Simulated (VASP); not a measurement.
# Zn (R-3m) in VASP: a series of runs

Runs on Zn. Level: PBEsol. Tasks: single point.

Everything below comes from runs of VASP 6.6.1. Logs are shortened: lines on timing, memory, paths and dates and some standing lists are left out, and cuts for length are marked.

## Step 1: The cell of the first run

The structure is trigonal, space group R-3m (No. 166). Conventional cell: a = 3.380 Å, b = 3.380 Å, c = 4.577 Å, α = 90.00°, β = 90.00°, γ = 120.00°. Within 3.3 Å of Zn (site symmetry -3m) lie 6 Zn at 2.48 Å.

## Step 2: Single point, PBEsol

The input, INCAR:

```
PREC = Accurate ; ENCUT = 520
EDIFF = 1E-7 ; ISMEAR = 0
SIGMA = 0.15 ; LREAL = False
LASPH = True ; NELM = 100
ALGO = Fast ; ISIF = 2
LWAVE = False ; LCHARG = False
GGA = PS ; NBANDS = 12
```

The input, KPOINTS:

```
regular mesh
0
Gamma
  22 22 22
```

The input, POSCAR:

```
Zn
1.0
   -0.7125804035      1.6774259808      1.6774259808
    1.6774259808     -0.7125804035      1.6774259808
    1.6774259808      1.6774259808     -0.7125804035
Zn
1
Direct
    0.0000000000      0.0000000000      0.0000000000
```

Potentials or basis: VASP PAW PBE potentials, release 64 (Zn).

Run with:

```bash
$ cat potpaw_PBE.64/Zn/POTCAR > POTCAR
$ mpirun -np 1 vasp_std > vasp.out
```

OUTCAR:

```text
PREC = Accurate
   ENCUT = 520
   EDIFF = 1E-7
   ISMEAR = 0
   LREAL = False
   LASPH = True
   NELM = 100
   ISIF = 2
   GGA = PS

 ion  position               nearest neighbor table
   1  0.000  0.000  0.000-

  LATTYP: Found a trigonal (rhomboedric) cell.
 ALAT       =     2.4769510842
 COS(alpha) =     0.0689708858

  Lattice vectors:

 A1 = (  -0.7125804035,   1.6774259808,   1.6774259808)
 A2 = (   1.6774259808,  -0.7125804035,   1.6774259808)
 A3 = (   1.6774259808,   1.6774259808,  -0.7125804035)

Analysis of symmetry for initial positions (statically):
=====================================================================
 Subroutine PRICEL returns:
 Original cell was already a primitive cell.

 Routine SETGRP: Setting up the symmetry group for a
 trigonal (rhombohedral) supercell.

 Subroutine GETGRP returns: Found 12 space group operations
 (whereof 12 operations were pure point group operations)
 out of a pool of 12 trial point group operations.

The static configuration has the point symmetry D_3d.

Analysis of symmetry for dynamics (positions and initial velocities):
=====================================================================
 Subroutine PRICEL returns:
 Original cell was already a primitive cell.

 Routine SETGRP: Setting up the symmetry group for a
 trigonal (rhombohedral) supercell.

 Subroutine GETGRP returns: Found 12 space group operations
 (whereof 12 operations were pure point group operations)
 out of a pool of 12 trial point group operations.

The dynamic configuration has the point symmetry D_3d.

 Subroutine INISYM returns: Found 12 space group operations
 (whereof 12 operations are pure point group operations),
 and found     1 'primitive' translations

----------------------------------------------------------------------------------------

                                     Primitive cell

  volume of cell :      15.0930

  direct lattice vectors                    reciprocal lattice vectors
    -0.712580403  1.677425981  1.677425981    -0.152785204  0.265623720  0.265623720
     1.677425981 -0.712580403  1.677425981     0.265623720 -0.152785204  0.265623720
     1.677425981  1.677425981 -0.712580403     0.265623720  0.265623720 -0.152785204

  length of vectors
     2.476951084  2.476951084  2.476951084     0.405530812  0.405530812  0.405530812

  position of ions in fractional coordinates (direct lattice)
     0.000000000  0.000000000  0.000000000

  ion indices of the primitive-cell ions
   primitive index   ion index
                 1           1

----------------------------------------------------------------------------------------

 KPOINTS: regular mesh

Automatic generation of k-mesh.
 Grid dimensions read from file:
 generate k-points for:   22   22   22

 Generating k-lattice:

  Cartesian coordinates                     Fractional coordinates (reciprocal lattice)
    -0.006944782  0.012073805  0.012073805     0.045454545  0.000000000  0.000000000
     0.012073805 -0.006944782  0.012073805     0.000000000  0.045454545  0.000000000
     0.012073805  0.012073805 -0.006944782     0.000000000  0.000000000  0.045454545

  Length of vectors
     0.018433219  0.018433219  0.018433219

  Shift w.r.t. Gamma in fractional coordinates (k-lattice)
     0.000000000  0.000000000  0.000000000

 Subroutine IBZKPT returns following result:
 ===========================================

 Found   1024 irreducible k-points:

 Following reciprocal coordinates:
            Coordinates               Weight
  0.000000  0.000000  0.000000      1.000000
  0.045455 -0.000000 -0.000000      6.000000
  0.090909 -0.000000 -0.000000      6.000000
  0.136364  0.000000  0.000000      6.000000
  0.181818  0.000000 -0.000000      6.000000
  0.227273  0.000000 -0.000000      6.000000
[... 16 lines left out ...]
  0.500000  0.045455  0.000000     12.000000
 -0.454545  0.045455  0.000000     12.000000
 [... further k-points ...]
   k-points           NKPTS =   1024   k-points in BZ     NKDIM =   1024   number of bands    NBANDS=     12
   number of dos      NEDOS =    301   number of ions     NIONS =      1
   total plane-waves  NPLWV =   5832
   dimension x,y,z NGX =    18 NGY =   18 NGZ =   18
   dimension x,y,z NGXF=    36 NGYF=   36 NGZF=   36
   ions per type =               1
   NGX,Y,Z   is equivalent  to a cutoff of  12.08, 12.08, 12.08 a.u.
   NGXF,Y,Z  is equivalent  to a cutoff of  24.16, 24.16, 24.16 a.u.
 SYSTEM =  unknown system
   PREC   = accura    normal or accurate (medium, high low for compatibility)
   ISTART =      0    job   : 0-new  1-cont  2-samecut
   ICHARG =      2    charge: 1-file 2-atom 10-const
   ISPIN  =      1    spin polarized calculation?
   LNONCOLLINEAR =      F non collinear calculations
   LSORBIT =      F    spin-orbit coupling
   LASPH  =      T    aspherical Exc in radial PAW
   ENCUT  =  520.0 eV  38.22 Ry    6.18 a.u.   4.61  4.61  4.61*2*pi/ulx,y,z
   NELM   =    100;   NELMIN=  2; NELMDL= -5     # of ELM steps
   EDIFF  = 0.1E-06   stopping-criterion for ELM
   LREAL  =      F    real-space projection
   EDIFFG = 0.1E-05   stopping-criterion for IOM
   NSW    =      0    number of steps for IOM
   IBRION =     -1    ionic relax: 0-MD 1-quasi-New 2-CG
   NFREE  =      0    steps in history (QN), initial steepest desc. (CG)
   ISIF   =      2    stress and relaxation
   ISYM   =      2    0-nonsym 1-usesym 2-fastsym
   POTIM  = 0.5000    time-step for ionic-motion
   TEBEG  =    0.0;   TEEND  =   0.0 temperature during run
   PSTRESS=    0.0 pullay stress
   NELECT =      12.0000    total number of electrons
   NUPDOWN=      -1.0000    fix difference up-down
   EMIN   =  10.00;   EMAX   =-10.00  energy-range for DOS
   EFERMI =   0.00;   METHOD = LEGACY
   ISMEAR =     0;   SIGMA  =   0.15  broadening in eV -4-tet -1-fermi 0-gaus
   EFERMI_NEDOS =   21; number of points for ismear=-14 and -15
   IALGO  =     68    algorithm
   IMIX   =      4    mixing-type and parameters
     AMIX     =   0.40;   BMIX     =  1.00
     AMIX_MAG =   1.60;   BMIX_MAG =  1.00
  volume/ion in A,a.u.               =      15.09       101.85
  Fermi-wavevector in a.u.,A,eV,Ry     =   1.516620  2.865996 31.295245  2.300136
  Thomas-Fermi vector in A             =   2.625985
   LORBIT       =      0    0 simple, 1 ext, 2 COOP (PROOUT), +10 PAW based schemes
   GGA     = PS    functional components
   LHFCALC =     F    Hartree Fock is set to
   AEXX    =    0.0000 exact exchange contribution
   IVDW    =     0    specifies the selected vdW correction
   LEPSILON=     F    determine dielectric tensor
   LRPA    =     F    only Hartree local field effects (RPA)
 non-spin polarized calculation
 RMM-DIIS sequential band-by-band and
 Gauss-broadening in eV      SIGMA  =   0.15
  energy-cutoff  :      520.00
  volume of cell :       15.09
 maximum number of plane-waves:       418
   NGX =  9   NGY =  9   NGZ =  9

 number of electron      11.9999985 magnetization

 Free energy of the ion-electron system (eV)
  ---------------------------------------------------
  ext. energy  EPLUGINS =         0.00000000
  ---------------------------------------------------
  free energy    TOTEN  =        -1.26511558 eV

  energy without entropy =       -1.26163582  energy(sigma->0) =       -1.26337570

 E-fermi :   2.7638     XC(G=0): -11.6815

 val. band max:        2.7505326578   @ k =  -0.4091   0.4091   0.1818
 cond. band min:       2.7651564519   @ k =   0.5000   0.4091   0.1364
 fundamental gap:      0.0146237941
 Fermi energy:         2.7637586967

 k-point     1 :       0.0000    0.0000    0.0000
  band No.  band energies     occupation
      1      -7.5199      2.00000
      2      -5.6880      2.00000
      3      -5.6880      2.00000
      4      -4.1209      2.00000
      5      -4.1209      2.00000
      6      -4.0993      2.00000
      7      16.6403      0.00000
      8      16.6403      0.00000
      9      16.8211      0.00000
     10      19.7519      0.00000
     11      19.7519      0.00000
     12      23.2913      0.00000

 k-point     2 :       0.0455   -0.0000   -0.0000
  band No.  band energies     occupation
      1      -7.4672      2.00000
      2      -5.6845      2.00000
      3      -5.6718      2.00000
      4      -4.1307      2.00000
      5      -4.1245      2.00000
      6      -4.1043      2.00000
      7      15.7107      0.00000
      8      16.6973      0.00000
      9      16.8229      0.00000
     10      19.7944      0.00000
     11      20.5452      0.00000
     12      23.6002      0.00000

 k-point     3 :       0.0909   -0.0000   -0.0000
  band No.  band energies     occupation
      1      -7.3116      2.00000
      2      -5.6744      2.00000
      3      -5.6223      2.00000
      4      -4.1591      2.00000
      5      -4.1455      2.00000
      6      -4.1081      2.00000
      7      13.9587      0.00000
      8      16.8666      0.00000
      9      16.9922      0.00000
     10      19.9230      0.00000
     11      21.5233      0.00000
     12      24.7251      0.00000
[... 286 lines left out ...]
 k-point    23 :       0.5000    0.0455    0.0000
  band No.  band energies     occupation
      1      -5.5241      2.00000
      2      -5.4962      2.00000
      3      -4.5975      2.00000
      4      -4.5322      2.00000
      5      -4.0844      2.00000
      6      -0.7165      2.00000
      7       0.1189      2.00000
      8      20.3449      0.00000
      9      21.3180      0.00000
     10      23.6523      0.00000
     11      24.5478      0.00000
     12      25.0729      0.00000

 k-point    24 :      -0.4545    0.0455    0.0000
  band No.  band energies     occupation
      1      -5.5349      2.00000
      2      -5.5069      2.00000
      3      -4.5854      2.00000
      4      -4.5231      2.00000
      5      -4.0856      2.00000
      6      -1.4469      2.00000
      7       0.9380      2.00000
      8      19.6219      0.00000
      9      21.1892      0.00000
     10      24.5410      0.00000
     11      24.6966      0.00000
     12      24.8839      0.00000

 [... further k-points ...]

------------------------ aborting loop because EDIFF is reached ----------------------------------------

  FORCE on cell =-STRESS in cart. coord.  units (eV):
  Direction    XX          YY          ZZ          XY          YZ          ZX
  --------------------------------------------------------------------------------------
  -------------------------------------------------------------------------------------
  Total        0.8463182      0.8463182      0.8463182      0.1576446      0.1576446      0.1576446
  in kB       89.8397865     89.8397865     89.8397865     16.7345532     16.7345532     16.7345532
  external PRESSURE =      89.8397865 kB  Pullay stress =       0.0000000 kB

 VOLUME and BASIS-vectors are now :
 -----------------------------------------------------------------------------
  energy-cutoff  :      520.00
  volume of cell :       15.09
      direct lattice vectors                 reciprocal lattice vectors
    -0.712580403  1.677425981  1.677425981    -0.152785204  0.265623720  0.265623720
     1.677425981 -0.712580403  1.677425981     0.265623720 -0.152785204  0.265623720
     1.677425981  1.677425981 -0.712580403     0.265623720  0.265623720 -0.152785204

 POSITION                                       TOTAL-FORCE (eV/Angst)
 -----------------------------------------------------------------------------------
      0.00000      0.00000      0.00000         0.000000      0.000000     -0.000000
 -----------------------------------------------------------------------------------
    total drift:                                0.000000     -0.000000      0.000000

  FREE ENERGIE OF THE ION-ELECTRON SYSTEM (eV)
  ---------------------------------------------------
  free  energy   TOTEN  =        -1.2651155848 eV

  energy  without entropy=       -1.2616358210  energy(sigma->0) =       -1.26337570
```

Wall time 44 s (1 thread of Intel Xeon 6975P-C (Granite Rapids), shared host); peak memory 0.27 GiB.

What came out:

* Free energy: -1.2651 eV
* Pressure: 9.0 GPa
* Band gap on the k mesh: zero (band 6 reaches 7.38 eV, above the bottom of band 7 at 0.09 eV)

Caveat: the PAW data sets were made with another functional, which shifts forces and pressure a little.

## Step 3: Single point, PBEsol

This run uses another cell than the first one, of the same volume but with other edges.

The input, INCAR:

```
PREC = Accurate ; ENCUT = 520
EDIFF = 1E-6 ; ISMEAR = 0
SIGMA = 0.15 ; LREAL = F
LASPH = T ; NELM = 100
ALGO = Fast ; ISIF = 2
LWAVE = F ; LCHARG = T
GGA = PS ; LELF = T
LVHAR = T ; NBANDS = 12
```

KPOINTS is that of step 2.

The input, POSCAR:

```
Zn
1.0
   -1.7629573165      1.5634818480      1.5634818480
    1.5634818480     -1.7629573165      1.5634818480
    1.5634818480      1.5634818480     -1.7629573165
Zn
1
Direct
    0.0000000000      0.0000000000      0.0000000000
```

Potentials or basis: VASP PAW PBE potentials, release 64 (Zn).

Run with:

```bash
$ cat potpaw_PBE.64/Zn/POTCAR > POTCAR
$ mpirun -np 1 vasp_std > vasp.out
```

Run time: 53 s. Hardware: 1 thread of Intel Xeon 6975P-C (Granite Rapids), shared host; peak memory 0.28 GiB.

The run converged. Its results:

```yaml
Free_energy: -1.4180 eV
Pressure: 1.8 GPa
Band_gap_on_the_k_mesh: zero (band 6 reaches 6.40 eV, above the bottom of band 7 at 0.79 eV)
```

Stress tensor (GPa, compression positive):
```
1.82 6.71 6.71
6.71 1.82 6.71
6.71 6.71 1.82
```

Levels at points of the mesh, in eV from the Fermi level:
| k point | band 3 | band 4 | band 5 | band 6 | band 7 | band 8 | band 9 | band 10 |
| --- | --- | --- | --- | --- | --- | --- | --- | --- |
| (0.00, 0.00, 0.00) | -7.52 | -7.52 | -6.95 | -6.95 | 15.54 | 15.54 | 18.17 | 19.45 |
| (0.50, 0.00, 0.00) | -7.22 | -7.16 | -6.64 | -1.65 | 0.99 | 10.72 | 12.63 | 15.18 |
| (0.50, 0.50, 0.00) | -6.97 | -6.93 | -6.80 | -3.16 | -2.07 | 9.38 | 13.57 | 18.52 |
| (0.50, 0.50, 0.50) | -6.98 | -6.98 | -6.51 | 3.55 | 5.30 | 5.30 | 8.40 | 9.15 |

Caveat: the PAW data sets were made with another functional, which shifts forces and pressure a little.
